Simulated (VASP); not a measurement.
# WS2 (R3m) in VASP: notebook

Runs on WS2. Level: PBEsol. Tasks: electric field gradients.

All numbers are computed with VASP 6.6.1; they aren't measurements. Logs are shortened: lines on timing, memory, paths and dates and some standing lists are left out, and cuts for length are marked.

**1. The cell of the first run**

The structure is trigonal, space group R3m (No. 160). The conventional cell has a = 3.179 Å, b = 3.179 Å, c = 18.612 Å, α = 90.00°, β = 90.00°, γ = 120.00°. W (site symmetry 3m) has 6 S at 2.41 to 2.43 Å and 6 W at 3.18 Å within 3.2 Å. S (site symmetry 3m) has 3 W at 2.41 Å and 7 S at 3.15 to 3.18 Å within 3.2 Å. Within 3.2 Å of S (site symmetry 3m) lie 3 W at 2.43 Å and 7 S at 3.15 to 3.18 Å.

**2. Electric field gradients, PBEsol (18.10 Å³/atom)**

INCAR

```
PREC     = Accurate       # precision mode
ENCUT    = 520            # plane-wave cutoff, eV
EDIFF    = 1E-8           # SCF threshold, eV
ISMEAR   = -1             # smearing method
SIGMA    = 0.03           # smearing width, eV
LREAL    = False          # projectors in reciprocal space
LASPH    = True           # aspherical terms in the spheres
NELM     = 100            # most SCF steps
ALGO     = Normal         # electronic algorithm
ISIF     = 2              # what is computed and relaxed
LWAVE    = False          # write WAVECAR
LCHARG   = False          # write CHGCAR
GGA      = PS             # functional
LEFG     = True         
NBANDS   = 20             # bands
```

KPOINTS

```
regular mesh
0
Gamma
  15 15 15
```

POSCAR

```
WS2
1.0
    1.5894576452      0.9176737993      6.2041479445
   -1.5894576452      0.9176737993      6.2041479445
    0.0000000000     -1.8353475986      6.2041479445
W S
1 2
Direct
    0.0000000000      0.0000000000      0.0000000000
    0.7503000000      0.7503000000      0.7503000000
    0.5810000000      0.5810000000      0.5810000000
```

Potentials or basis: VASP PAW PBE potentials, release 64 (W_sv, S).

On the command line:

```sh
$ cat potpaw_PBE.64/W_sv/POTCAR potpaw_PBE.64/S/POTCAR > POTCAR
$ mpirun -np 1 vasp_std > vasp.out
```

OUTCAR:

```text
PREC = Accurate
   ENCUT = 520
   EDIFF = 1E-8
   ISMEAR = -1
   LREAL = False
   LASPH = True
   NELM = 100
   ISIF = 2
   GGA = PS

 ion  position               nearest neighbor table
   1  0.000  0.000  0.000-   2 2.41   2 2.41   2 2.41   3 2.43   3 2.43   3 2.43
   2  0.750  0.750  0.750-   1 2.41   1 2.41   1 2.41
   3  0.581  0.581  0.581-   1 2.43   1 2.43   1 2.43

  LATTYP: Found a trigonal (rhomboedric) cell.
 ALAT       =     6.4699267790
 COS(alpha) =     0.8792939096

  Lattice vectors:

 A1 = (   1.5894576452,   0.9176737993,   6.2041479445)
 A2 = (  -1.5894576452,   0.9176737993,   6.2041479445)
 A3 = (   0.0000000000,  -1.8353475986,   6.2041479445)

Analysis of symmetry for initial positions (statically):
=====================================================================
 Subroutine PRICEL returns:
 Original cell was already a primitive cell.

 Routine SETGRP: Setting up the symmetry group for a
 trigonal (rhombohedral) supercell.

 Subroutine GETGRP returns: Found  6 space group operations
 (whereof  6 operations were pure point group operations)
 out of a pool of 12 trial point group operations.

The static configuration has the point symmetry C_3v.

Analysis of symmetry for dynamics (positions and initial velocities):
=====================================================================
 Subroutine PRICEL returns:
 Original cell was already a primitive cell.

 Routine SETGRP: Setting up the symmetry group for a
 trigonal (rhombohedral) supercell.

 Subroutine GETGRP returns: Found  6 space group operations
 (whereof  6 operations were pure point group operations)
 out of a pool of 12 trial point group operations.

The dynamic configuration has the point symmetry C_3v.

 Subroutine INISYM returns: Found  6 space group operations
 (whereof  6 operations are pure point group operations),
 and found     1 'primitive' translations

----------------------------------------------------------------------------------------

                                     Primitive cell

  volume of cell :      54.2964

  direct lattice vectors                    reciprocal lattice vectors
     1.589457645  0.917673799  6.204147944     0.314572711  0.181618639  0.053727496
    -1.589457645  0.917673799  6.204147944    -0.314572711  0.181618639  0.053727496
     0.000000000 -1.835347599  6.204147944     0.000000000 -0.363237278  0.053727496

  length of vectors
     6.469926779  6.469926779  6.469926779     0.367189276  0.367189276  0.367189276

  position of ions in fractional coordinates (direct lattice)
     0.000000000  0.000000000  0.000000000
     0.750300000  0.750300000  0.750300000
     0.581000000  0.581000000  0.581000000

  ion indices of the primitive-cell ions
   primitive index   ion index
                 1           1
                 2           2
                 3           3

----------------------------------------------------------------------------------------

 KPOINTS: regular mesh

Automatic generation of k-mesh.
 Grid dimensions read from file:
 generate k-points for:   15   15   15

 Generating k-lattice:

  Cartesian coordinates                     Fractional coordinates (reciprocal lattice)
     0.020971514  0.012107909  0.003581833     0.066666667  0.000000000  0.000000000
    -0.020971514  0.012107909  0.003581833     0.000000000  0.066666667  0.000000000
     0.000000000 -0.024215819  0.003581833     0.000000000  0.000000000  0.066666667

  Length of vectors
     0.024479285  0.024479285  0.024479285

  Shift w.r.t. Gamma in fractional coordinates (k-lattice)
     0.000000000  0.000000000  0.000000000

 Subroutine IBZKPT returns following result:
 ===========================================

 Found    344 irreducible k-points:

 Following reciprocal coordinates:
            Coordinates               Weight
  0.000000  0.000000  0.000000      1.000000
  0.066667 -0.000000  0.000000      6.000000
  0.133333 -0.000000  0.000000      6.000000
  0.200000 -0.000000  0.000000      6.000000
  0.266667 -0.000000  0.000000      6.000000
  0.333333  0.000000 -0.000000      6.000000
[... 16 lines left out ...]
  0.133333  0.133333  0.000000      6.000000
  0.200000  0.133333  0.000000     12.000000
 [... further k-points ...]
   k-points           NKPTS =    344   k-points in BZ     NKDIM =    344   number of bands    NBANDS=     20
   number of dos      NEDOS =    301   number of ions     NIONS =      3
   total plane-waves  NPLWV = 110592
   dimension x,y,z NGX =    48 NGY =   48 NGZ =   48
   dimension x,y,z NGXF=    96 NGYF=   96 NGZF=   96
   ions per type =               1   2
   NGX,Y,Z   is equivalent  to a cutoff of  12.33, 12.33, 12.33 a.u.
   NGXF,Y,Z  is equivalent  to a cutoff of  24.67, 24.67, 24.67 a.u.
 SYSTEM =  unknown system
   PREC   = accura    normal or accurate (medium, high low for compatibility)
   ISTART =      0    job   : 0-new  1-cont  2-samecut
   ICHARG =      2    charge: 1-file 2-atom 10-const
   ISPIN  =      1    spin polarized calculation?
   LNONCOLLINEAR =      F non collinear calculations
   LSORBIT =      F    spin-orbit coupling
   LASPH  =      T    aspherical Exc in radial PAW
   ENCUT  =  520.0 eV  38.22 Ry    6.18 a.u.  12.03 12.03 12.03*2*pi/ulx,y,z
   NELM   =    100;   NELMIN=  2; NELMDL= -5     # of ELM steps
   EDIFF  = 0.1E-07   stopping-criterion for ELM
   LREAL  =      F    real-space projection
   EDIFFG = 0.1E-06   stopping-criterion for IOM
   NSW    =      0    number of steps for IOM
   IBRION =     -1    ionic relax: 0-MD 1-quasi-New 2-CG
   NFREE  =      0    steps in history (QN), initial steepest desc. (CG)
   ISIF   =      2    stress and relaxation
   ISYM   =      2    0-nonsym 1-usesym 2-fastsym
   POTIM  = 0.5000    time-step for ionic-motion
   TEBEG  =    0.0;   TEEND  =   0.0 temperature during run
   PSTRESS=    0.0 pullay stress
   NELECT =      26.0000    total number of electrons
   NUPDOWN=      -1.0000    fix difference up-down
   EMIN   =  10.00;   EMAX   =-10.00  energy-range for DOS
   EFERMI =   0.00;   METHOD = LEGACY
   ISMEAR =    -1;   SIGMA  =   0.03  broadening in eV -4-tet -1-fermi 0-gaus
   EFERMI_NEDOS =   21; number of points for ismear=-14 and -15
   IALGO  =     38    algorithm
   IMIX   =      4    mixing-type and parameters
     AMIX     =   0.40;   BMIX     =  1.00
     AMIX_MAG =   1.60;   BMIX_MAG =  1.00
  volume/ion in A,a.u.               =      18.10       122.14
  Fermi-wavevector in a.u.,A,eV,Ry     =   1.280783  2.420330 22.319083  1.640406
  Thomas-Fermi vector in A             =   2.413191
   LORBIT       =      0    0 simple, 1 ext, 2 COOP (PROOUT), +10 PAW based schemes
   GGA     = PS    functional components
   LHFCALC =     F    Hartree Fock is set to
   AEXX    =    0.0000 exact exchange contribution
   IVDW    =     0    specifies the selected vdW correction
   LEPSILON=     F    determine dielectric tensor
   LRPA    =     F    only Hartree local field effects (RPA)
 non-spin polarized calculation
  energy-cutoff  :      520.00
  volume of cell :       54.30
 maximum number of plane-waves:      1480
   NGX = 23   NGY = 23   NGZ = 23

 number of electron      26.0000002 magnetization

 Free energy of the ion-electron system (eV)
  ---------------------------------------------------
  ext. energy  EPLUGINS =         0.00000000
  ---------------------------------------------------
  free energy    TOTEN  =       -25.24969279 eV

  energy without entropy =      -25.24969279  energy(sigma->0) =      -25.24969279

 E-fermi :   7.6245     XC(G=0): -11.0180

 val. band max:        7.1280691759   @ k =   0.4667   0.4667   0.4667
 cond. band min:       8.1782217062   @ k =  -0.2000   0.1333   0.0000
 fundamental gap:      1.0501525303
 Fermi energy:         7.6245157912

 k-point     1 :       0.0000    0.0000    0.0000
  band No.  band energies     occupation
      1     -67.4720      2.00000
      2     -31.7170      2.00000
      3     -31.5538      2.00000
      4     -31.5538      2.00000
      5      -8.3555      2.00000
      6      -6.4180      2.00000
[... 12 lines left out ...]
     19      14.8304      0.00000
[... 513 lines left out ...]
      4     -31.5778      2.00000
      5      -7.8381      2.00000
      6      -6.2965      2.00000
[... 12 lines left out ...]
     19      15.5677      0.00000
     20      16.0542      0.00000

 [... further k-points ...]

------------------------ aborting loop because EDIFF is reached ----------------------------------------

  FORCE on cell =-STRESS in cart. coord.  units (eV):
  Direction    XX          YY          ZZ          XY          YZ          ZX
  --------------------------------------------------------------------------------------
  -------------------------------------------------------------------------------------
  Total       -1.3362407     -1.3362407     -1.0750364      0.0000000     -0.0000000      0.0000000
  in kB      -39.4298020    -39.4298020    -31.7221834      0.0000000     -0.0000000      0.0000000
  external PRESSURE =     -36.8605958 kB  Pullay stress =       0.0000000 kB

 VOLUME and BASIS-vectors are now :
 -----------------------------------------------------------------------------
  energy-cutoff  :      520.00
  volume of cell :       54.30
      direct lattice vectors                 reciprocal lattice vectors
     1.589457645  0.917673799  6.204147944     0.314572711  0.181618639  0.053727496
    -1.589457645  0.917673799  6.204147944    -0.314572711  0.181618639  0.053727496
     0.000000000 -1.835347599  6.204147944     0.000000000 -0.363237278  0.053727496

 POSITION                                       TOTAL-FORCE (eV/Angst)
 -----------------------------------------------------------------------------------
      0.00000      0.00000      0.00000         0.000000      0.000000     -0.574100
      0.00000      0.00000     13.96492         0.000000      0.000000     -0.103347
      0.00000      0.00000     10.81383         0.000000     -0.000000      0.677447
 -----------------------------------------------------------------------------------
    total drift:                                0.000000      0.000000      0.000021

  FREE ENERGIE OF THE ION-ELECTRON SYSTEM (eV)
  ---------------------------------------------------
  free  energy   TOTEN  =       -25.2496927858 eV

  energy  without entropy=      -25.2496927856  energy(sigma->0) =      -25.24969279

 Electric field gradients (V/A^2)
---------------------------------------------------------------------
 ion       V_xx      V_yy      V_zz      V_xy      V_xz      V_yz
---------------------------------------------------------------------
   1      75.080    75.080  -150.159     0.000     0.000    -0.000
   2      23.698    23.698   -47.396     0.000     0.000    -0.000
   3      19.900    19.900   -39.800    -0.000     0.000     0.000
---------------------------------------------------------------------

 Electric field gradients after diagonalization (V/A^2)
 (convention: |V_zz| > |V_xx| > |V_yy|)
----------------------------------------------------------------------
 ion       V_xx      V_yy      V_zz     asymmetry (V_yy - V_xx)/ V_zz
----------------------------------------------------------------------
   1      75.080    75.080  -150.159       0.000
   2      23.698    23.698   -47.396       0.000
   3      19.900    19.900   -39.800       0.000
----------------------------------------------------------------------

           NMR quadrupolar parameters

 Cq : quadrupolar parameter    Cq=e*Q*V_zz/h
 eta: asymmetry parameters     (V_yy - V_xx)/ V_zz
 Q  : nuclear electric quadrupole moment in mb (millibarn)
----------------------------------------------------------------------
 ion       Cq(MHz)       eta       Q (mb)
----------------------------------------------------------------------
   1      -0.363       0.000       1.000
   2      -0.115       0.000       1.000
   3      -0.096       0.000       1.000
----------------------------------------------------------------------
```

It took 43 min on 1 thread of AMD EPYC 7R13, shared host; peak memory 0.54 GiB.

Results:

| Property | Result |
| --- | --- |
| Free energy | -25.2497 eV |
| Pressure | -3.7 GPa |
| Largest force | 0.677 eV/Å |
| Band gap on the k mesh | 1.05 eV (least direct gap 1.84 eV) |
| Largest electric field gradient by atom | W -150.2; S -47.4, -39.8 V/Å² |

Forces on the atoms (eV/Å):
```
W    0.000  0.000 -0.574
S    0.000  0.000 -0.103
S    0.000  0.000  0.677
```

Electric field gradients, principal values (V/Å²):
```csv
atom,least,middle,greatest (by size)
1 W,75.080,75.080,-150.159
2 S,23.698,23.698,-47.396
3 S,19.900,19.900,-39.800
```

Caveat: the cell stands under tension; without QUAD_EFG the Cq values of the log hold for a quadrupole moment of 1 mb, not for the nuclei; the PAW data sets were made with another functional, which shifts forces and pressure a little; spin-orbit coupling is left out, which moves the levels of the heavy elements; an odd mesh through Γ misses points on the zone boundary, where band edges can lie.

**3. Electric field gradients, PBEsol (18.10 Å³/atom)**

INCAR

```
SYSTEM = WS2
ALGO     = Normal         ! electronic algorithm
EDIFF    = 1E-8           ! SCF threshold, eV
ENCUT    = 520            ! plane-wave cutoff, eV
GGA      = PS             ! functional
ISIF     = 2              ! what is computed and relaxed
ISMEAR   = -1             ! smearing method
LASPH    = .TRUE.         ! aspherical terms in the spheres
LCHARG   = .FALSE.        ! write CHGCAR
LEFG     = .TRUE.       
LREAL    = .FALSE.        ! projectors in reciprocal space
LWAVE    = .FALSE.        ! write WAVECAR
NBANDS   = 20             ! bands
NELM     = 80             ! most SCF steps
PREC     = Accurate       ! precision mode
SIGMA    = 0.03           ! smearing width, eV
```

KPOINTS

```
k-points
0
G
  15 15 15
  0 0 0
```

POSCAR is that of step 2.

Potentials or basis: VASP PAW PBE potentials, release 64 (W_sv, S).

On the command line:

```sh
$ cat potpaw_PBE.64/W_sv/POTCAR potpaw_PBE.64/S/POTCAR > POTCAR
$ mpirun -np 1 vasp_std > vasp.out
```

OUTCAR:

```text
SYSTEM = WS2
   EDIFF = 1E-8
   ENCUT = 520
   GGA = PS
   ISIF = 2
   ISMEAR = -1
   LASPH = .TRUE.
   LREAL = .FALSE.
   NELM = 80
   PREC = Accurate

 ion  position               nearest neighbor table
   1  0.000  0.000  0.000-   2 2.41   2 2.41   2 2.41   3 2.43   3 2.43   3 2.43
   2  0.750  0.750  0.750-   1 2.41   1 2.41   1 2.41
   3  0.581  0.581  0.581-   1 2.43   1 2.43   1 2.43

  LATTYP: Found a trigonal (rhomboedric) cell.
 ALAT       =     6.4699267790
 COS(alpha) =     0.8792939096

  Lattice vectors:

 A1 = (   1.5894576452,   0.9176737993,   6.2041479445)
 A2 = (  -1.5894576452,   0.9176737993,   6.2041479445)
 A3 = (   0.0000000000,  -1.8353475986,   6.2041479445)
[... 749 lines left out ...]
  energy-cutoff  :      520.00
  volume of cell :       54.30
      direct lattice vectors                 reciprocal lattice vectors
     1.589457645  0.917673799  6.204147944     0.314572711  0.181618639  0.053727496
    -1.589457645  0.917673799  6.204147944    -0.314572711  0.181618639  0.053727496
     0.000000000 -1.835347599  6.204147944     0.000000000 -0.363237278  0.053727496

 POSITION                                       TOTAL-FORCE (eV/Angst)
 -----------------------------------------------------------------------------------
      0.00000      0.00000      0.00000         0.000000      0.000000     -0.574100
      0.00000      0.00000     13.96492         0.000000      0.000000     -0.103347
      0.00000      0.00000     10.81383         0.000000     -0.000000      0.677447
 -----------------------------------------------------------------------------------
    total drift:                                0.000000      0.000000      0.000021

  FREE ENERGIE OF THE ION-ELECTRON SYSTEM (eV)
  ---------------------------------------------------
  free  energy   TOTEN  =       -25.2496927858 eV

  energy  without entropy=      -25.2496927856  energy(sigma->0) =      -25.24969279

 Electric field gradients (V/A^2)
---------------------------------------------------------------------
 ion       V_xx      V_yy      V_zz      V_xy      V_xz      V_yz
---------------------------------------------------------------------
   1      75.080    75.080  -150.159     0.000     0.000    -0.000
   2      23.698    23.698   -47.396     0.000     0.000    -0.000
   3      19.900    19.900   -39.800    -0.000     0.000     0.000
---------------------------------------------------------------------

 Electric field gradients after diagonalization (V/A^2)
 (convention: |V_zz| > |V_xx| > |V_yy|)
----------------------------------------------------------------------
 ion       V_xx      V_yy      V_zz     asymmetry (V_yy - V_xx)/ V_zz
----------------------------------------------------------------------
   1      75.080    75.080  -150.159       0.000
   2      23.698    23.698   -47.396       0.000
   3      19.900    19.900   -39.800       0.000
----------------------------------------------------------------------

           NMR quadrupolar parameters

 Cq : quadrupolar parameter    Cq=e*Q*V_zz/h
 eta: asymmetry parameters     (V_yy - V_xx)/ V_zz
 Q  : nuclear electric quadrupole moment in mb (millibarn)
----------------------------------------------------------------------
 ion       Cq(MHz)       eta       Q (mb)
----------------------------------------------------------------------
   1      -0.363       0.000       1.000
   2      -0.115       0.000       1.000
   3      -0.096       0.000       1.000
----------------------------------------------------------------------
```

Wall time 34 min (1 thread of AMD EPYC 7R13, shared host); peak memory 0.54 GiB.

What came out:

| Item | Value |
| --- | --- |
| Free energy | -25.2497 eV |
| Pressure | -3.7 GPa |
| Largest force | 0.677 eV/Å |
| Band gap on the k mesh | 1.05 eV (least direct gap 1.84 eV) |
| Largest electric field gradient by atom | W -150.2; S -47.4, -39.8 V/Å² |

Forces in eV/Å, atoms in the order of the input:
```
W    0.000  0.000 -0.574
S    0.000  0.000 -0.103
S    0.000  0.000  0.677
```

Electric field gradients, principal values (V/Å²):
| atom | least | middle | greatest (by size) |
| --- | --- | --- | --- |
| 1 W | 75.080 | 75.080 | -150.159 |
| 2 S | 23.698 | 23.698 | -47.396 |
| 3 S | 19.900 | 19.900 | -39.800 |

Caveat: the cell stands under tension; without QUAD_EFG the Cq values of the log hold for a quadrupole moment of 1 mb, not for the nuclei; the PAW data sets were made with another functional, which shifts forces and pressure a little; spin-orbit coupling is left out, which moves the levels of the heavy elements; an odd mesh through Γ misses points on the zone boundary, where band edges can lie.

(Continued in part 2 of 3.)
